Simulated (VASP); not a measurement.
# Si3N4 (Fd-3m) in VASP: further runs, part 2 of 2

VASP 6.6.1. The steps go on from the part before.

### Step 5. Single point, PBEsol (7.80 Å³/atom)

INCAR reads:

```
SYSTEM = Si3N4
PREC     = Accurate       ! precision mode
ENCUT    = 520            ! plane-wave cutoff, eV
EDIFF    = 1E-6           ! SCF threshold, eV
ISMEAR   = 0              ! smearing method
SIGMA    = 0.02           ! smearing width, eV
LREAL    = .False.        ! projectors in reciprocal space
LASPH    = .True.         ! aspherical terms in the spheres
NELM     = 60             ! most SCF steps
ALGO     = Normal         ! electronic algorithm
ISIF     = 2              ! what is computed and relaxed
LWAVE    = .False.        ! write WAVECAR
LCHARG   = .False.        ! write CHGCAR
GGA      = PS             ! functional
NBANDS   = 45             ! bands
```

KPOINTS reads:

```
Automatic mesh
0
Gamma
  6 6 6
  0 0 0
```

POSCAR reads:

```
Si3N4
1.0
    0.0000000000      3.7929369373      3.7929369373
    3.7929369373      0.0000000000      3.7929369373
    3.7929369373      3.7929369373      0.0000000000
Si N
6 8
Direct
    0.1250000000      0.1250000000      0.6250000000
    0.1250000000      0.6250000000      0.1250000000
    0.6250000000      0.1250000000      0.1250000000
    0.1250000000      0.1250000000      0.1250000000
    0.7500000000      0.7500000000      0.7500000000
    0.5000000000      0.5000000000      0.5000000000
    0.3678686596      0.3678686596      0.3678686596
    0.3536059788      0.8821313404      0.8821313404
    0.8821313404      0.8821313404      0.3536059788
    0.8821313404      0.3536059788      0.8821313404
    0.3678686596      0.3678686596      0.8963940212
    0.3678686596      0.8963940212      0.3678686596
    0.8821313404      0.8821313404      0.8821313404
    0.8963940212      0.3678686596      0.3678686596
```

Potentials or basis: VASP PAW PBE potentials, release 64 (Si, N).

On the command line:

```
$ cat potpaw_PBE.64/Si/POTCAR potpaw_PBE.64/N/POTCAR > POTCAR
$ mpirun -np 1 vasp_std > vasp.out
```

OUTCAR:

```text
SYSTEM = Si3N4
   PREC = Accurate
   ENCUT = 520
   EDIFF = 1E-6
   ISMEAR = 0
   LREAL = .False.
   LASPH = .True.
   NELM = 60
   ISIF = 2
   GGA = PS

 ion  position               nearest neighbor table
   1  0.125  0.125  0.625-   7 1.84   8 1.84  10 1.84  12 1.84  13 1.84  14 1.84   4 2.68   2 2.68
                             3 2.68   4 2.68   2 2.68   3 2.68   6 3.14   5 3.14   5 3.14   6 3.14
   2  0.125  0.625  0.125-   7 1.84   8 1.84   9 1.84  11 1.84  13 1.84  14 1.84   4 2.68   1 2.68
                             1 2.68   3 2.68   4 2.68   3 2.68   6 3.14   6 3.14   5 3.14   5 3.14
   3  0.625  0.125  0.125-   7 1.84   9 1.84  10 1.84  11 1.84  12 1.84  13 1.84   4 2.68   1 2.68
[... 992 lines left out ...]
     3.792936937  0.000000000  3.792936937     0.131823969 -0.131823969  0.131823969
     3.792936937  3.792936937  0.000000000     0.131823969  0.131823969 -0.131823969

 POSITION                                       TOTAL-FORCE (eV/Angst)
 -----------------------------------------------------------------------------------
      2.84470      2.84470      0.94823        -0.000000     -0.000000     -0.000000
      2.84470      0.94823      2.84470        -0.000000     -0.000000     -0.000000
      0.94823      2.84470      2.84470        -0.000000     -0.000000     -0.000000
      0.94823      0.94823      0.94823        -0.000000     -0.000000     -0.000000
      5.68941      5.68941      5.68941        -0.000000     -0.000000     -0.000000
      3.79294      3.79294      3.79294        -0.000000     -0.000000     -0.000000
      2.79061      2.79061      2.79061         0.005852      0.005852      0.005852
      6.69174      4.68707      4.68707        -0.005852      0.005852      0.005852
      4.68707      4.68707      6.69174         0.005852      0.005852     -0.005852
      4.68707      6.69174      4.68707         0.005852     -0.005852      0.005852
      4.79527      4.79527      2.79061        -0.005852     -0.005852      0.005852
      4.79527      2.79061      4.79527        -0.005852      0.005852     -0.005852
      6.69174      6.69174      6.69174        -0.005852     -0.005852     -0.005852
      2.79061      4.79527      4.79527         0.005852     -0.005852     -0.005852
 -----------------------------------------------------------------------------------
    total drift:                               -0.000000     -0.000000      0.000000

  FREE ENERGIE OF THE ION-ELECTRON SYSTEM (eV)
  ---------------------------------------------------
  free  energy   TOTEN  =      -118.8234058228 eV

  energy  without entropy=     -118.8234058228  energy(sigma->0) =     -118.82340582
```

OSZICAR:

```text
N       E                     dE             d eps       ncg     rms          rms(c)
DAV:   1     0.245720737766E+03    0.24572E+03   -0.32744E+04  1440   0.136E+03
DAV:   2    -0.116010754147E+03   -0.36173E+03   -0.34536E+03  1810   0.289E+02
DAV:   3    -0.131976737691E+03   -0.15966E+02   -0.15867E+02  1816   0.624E+01
DAV:   4    -0.132133583074E+03   -0.15685E+00   -0.15641E+00  1800   0.663E+00
DAV:   5    -0.132136128071E+03   -0.25450E-02   -0.25430E-02  1768   0.782E-01    0.284E+01
DAV:   6    -0.119228533684E+03    0.12908E+02   -0.39626E+01  1705   0.261E+01    0.136E+01
DAV:   7    -0.118910755661E+03    0.31778E+00   -0.26640E+00  1848   0.710E+00    0.605E+00
DAV:   8    -0.118833642405E+03    0.77113E-01   -0.13609E-01  1711   0.172E+00    0.182E+00
DAV:   9    -0.118823172338E+03    0.10470E-01   -0.20487E-02  1768   0.704E-01    0.285E-01
DAV:  10    -0.118823393626E+03   -0.22129E-03   -0.94774E-04  1724   0.164E-01    0.900E-02
DAV:  11    -0.118823404067E+03   -0.10441E-04   -0.19485E-04  1739   0.707E-02    0.417E-02
DAV:  12    -0.118823405882E+03   -0.18154E-05   -0.80867E-06  1782   0.142E-02    0.151E-02
DAV:  13    -0.118823405823E+03    0.59329E-07   -0.84545E-07  1049   0.453E-03
   1 F= -.11882341E+03 E0= -.11882341E+03  d E =-.726343E-39
```

stdout:

```text
POSCAR found type information on POSCAR SiN
 POSCAR found :  2 types and      14 ions
 scaLAPACK will be used
 -----------------------------------------------------------------------------
|                                                                             |
|                                                                             |
|     You enforced a specific xc type in the INCAR file but a different       |
|     I HOPE YOU KNOW WHAT YOU ARE DOING!                                     |
|                                                                             |
 -----------------------------------------------------------------------------

 LDA part: xc-table for (Slater+PW92), standard interpolation
 POSCAR, INCAR and KPOINTS ok, starting setup
 FFT: planning ... GRIDC
 FFT: planning ... GRID_SOFT
 FFT: planning ... GRID
 WAVECAR not read
 entering main loop
```

Run time: 2.2 min. Hardware: 1 thread of Intel Xeon 8259CL, shared host; peak memory 0.25 GiB.

What came out:

- Free energy: -118.8234 eV
- Pressure: 22.0 GPa
- Largest force: 0.010 eV/Å
- Band gap on the k mesh: 3.52 eV (least direct gap 3.54 eV)

Forces on the atoms (eV/Å):
```
Si   0.000  0.000  0.000
Si   0.000  0.000  0.000
Si   0.000  0.000  0.000
Si   0.000  0.000  0.000
Si   0.000  0.000  0.000
Si   0.000  0.000  0.000
N    0.006  0.006  0.006
N   -0.006  0.006  0.006
N    0.006  0.006 -0.006
N    0.006 -0.006  0.006
N   -0.006 -0.006  0.006
N   -0.006  0.006 -0.006
N   -0.006 -0.006 -0.006
N    0.006 -0.006 -0.006
```

Caveat: the cell stands under pressure; the PAW data sets were made with another functional, which shifts forces and pressure a little.

### Step 6. Overview

| task | cell | gap on the mesh (eV) | pressure (GPa) | largest force (eV/Å) |
| --- | --- | --- | --- | --- |
| relaxation of the atoms | atoms relaxed from a = 5.364 Å, angles 60.0°, 14 atoms | 3.52 | 22.0 | - |
| single point | a = 5.247 Å, angles 60.0°, 14 atoms | 3.78 | 51.6 | 0.01 |
| single point | a = 5.306 Å, angles 60.0°, 14 atoms | 3.65 | 35.7 | 0.01 |
| single point | a = 5.364 Å, angles 60.0°, 14 atoms | 3.52 | 22.0 | 0.01 |

Alike in all rows: level PBEsol; potentials or basis VASP PAW PBE potentials, release 64 (Si, N); no spin polarisation; k mesh 6 × 6 × 6; cutoff (eV) 520; smearing gaussian 0.02 eV.

Caveats: the PAW data sets were made with another functional, which shifts forces and pressure a little; the cell stands under pressure (at least some runs).

Total energies depend on the potentials used, so only differences within one code and one set of settings carry meaning.
